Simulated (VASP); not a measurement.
Runs of VASP 6.6.1 on Pt. The structure is that of space group P6_3/mmc (No. 194), or close to it. The cells are those of the table. This isn't the form of Pt at room conditions, which is fcc.

```tsv
cell	further INCAR settings	gap on the mesh (eV)	pressure (GPa)
a = 2.802, b = 2.802, c = 4.452 Å, angles 90.0, 90.0, 120.0°, 2 atoms	ALGO = Fast; EDIFF = 1e-06; NBANDS = 17	none	(b)
a = 2.640, b = 2.640, c = 5.016 Å, angles 90.0, 90.0, 120.0°, 2 atoms	ALGO = Fast; EDIFF = 1e-06; NBANDS = 17	none	(a)
a = 2.763, b = 2.763, c = 4.580 Å, angles 90.0, 90.0, 120.0°, 2 atoms	ALGO = Fast; EDIFF = 1e-06; NBANDS = 17	none	-0.6
a = 2.564, b = 2.564, c = 5.315 Å, angles 90.0, 90.0, 120.0°, 2 atoms	ALGO = Fast; EDIFF = 1e-07; NBANDS = 17	none	18.4
a = 2.877, b = 2.877, c = 4.223 Å, angles 90.0, 90.0, 120.0°, 2 atoms	ALGO = Fast; EDIFF = 1e-06; NBANDS = 17	none	3.3
```

Alike in all rows: task single point; level PBEsol; potentials or basis VASP PAW PBE potentials, release 64 (Pt); no spin polarisation; k mesh 30 × 30 × 14; cutoff (eV) 520; smearing gaussian 0.15 eV.

Task: Fill in the values left out.

Result: (a) 5.8; (b) 0.1.

Caveats: the PAW data sets were made with another functional, which shifts forces and pressure a little; spin-orbit coupling is left out, which moves the levels of the heavy elements; the stress differs along the axes, from -4 to 7 GPa (at least some runs); the stress differs along the axes, from -12 to 15 GPa (at least some runs); the stress differs along the axes, from -3 to 4 GPa (at least some runs); the stress differs along the axes, from -17 to 36 GPa (at least some runs); the stress differs along the axes, from -1 to 12 GPa (at least some runs).

A k mesh can miss the band edges, and the runs leave out spin-orbit coupling on Pt.

A gap of «none» marks levels without a gap at the run's occupations.
